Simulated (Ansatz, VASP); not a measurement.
# One calculation of AlN, two programs

```
Al N
1.0
     6.25951    0.00000    0.00000
    -3.12976    5.42090    0.00000
     0.00000    0.00000    5.01740
Al N
8 8
Direct
  0.33355 0.16647 0.50002
  0.33355 0.66647 0.50002
  0.83355 0.16647 0.50002
  0.83355 0.66647 0.50002
  0.16647 0.33355 0.00002
  0.16647 0.83355 0.00002
  0.66647 0.33355 0.00002
  0.66647 0.83355 0.00002
  0.33196 0.16802 0.87998
  0.16802 0.33196 0.37998
  0.33196 0.66802 0.87998
  0.16802 0.83196 0.37998
  0.83196 0.16802 0.87998
  0.66802 0.33196 0.37998
  0.83196 0.66802 0.87998
  0.66802 0.83196 0.37998
```

Alike in both runs: task single point; functional PBE; k mesh 1 × 1 × 2; occupations fermi-dirac, width 0.01 eV; no spin polarisation.

```csv
,VASP,Ansatz
version,VASP 6.6.1,Ansatz 0.2.0
potentials or method,"VASP PAW PBE potentials, release 64 (Al, N), cutoff 600 eV",plane-wave PAW DFT
valence electrons in the cell,64,64
```

Ansatz gave:

```
gap on the k mesh at the Fermi level (eV) : 3.99
rms of the force components (eV/Å)        : 0.267
```

Problem. Estimate VASP's values.

Solution. gap on the k mesh at the Fermi level (eV): 4.00; rms of the force components (eV/Å): 0.268.

The k mesh is coarse, so the values compare programs but aren't converged.
